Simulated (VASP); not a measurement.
Input of a VASP 6.6.1 run:

Contents of INCAR:

```
SYSTEM = ZnO
PREC = Accurate
ENCUT = 520
EDIFF = 1E-6
ISMEAR = 0
SIGMA = 0.05
LREAL = .False.
LASPH = .True.
NELM = 100
ALGO = Normal
ISIF = 2
LWAVE = .False.
LCHARG = .True.
GGA = CA
LELF = .True.
LVHAR = .True.
NBANDS = 16
```

Contents of KPOINTS:

```
Automatic mesh
0
Gamma
  12 12 12
  0 0 0
```

File POSCAR:

```
ZnO
1.0
    0.0162708150      2.1694420000      2.1694420000
    2.1857128150      0.0000000000      2.1857128150
    2.1694420000      2.1694420000      0.0162708150
Zn O
1 1
Direct
    0.0000000000      0.0000000000      0.0000000000
    0.5000000000      0.5000000000      0.5000000000
```

Potentials or basis: VASP PAW LDA potentials, release 64 (Zn, O).

Command:

```bash
$ cat potpaw_LDA.64/Zn/POTCAR potpaw_LDA.64/O/POTCAR > POTCAR
$ mpirun -np 1 vasp_std > vasp.out
```

(1) What does it give for the pressure?

(2) What does it give for the band gap on the k mesh?

## Answers

(1) -13.9 GPa.

(2) 0.67 eV, indirect (least direct gap 1.84 eV).

Caveat: the cell differs from its parent crystal (strain +0.0150 x Voigt [0, 0, 0, 0, 1, 0]).
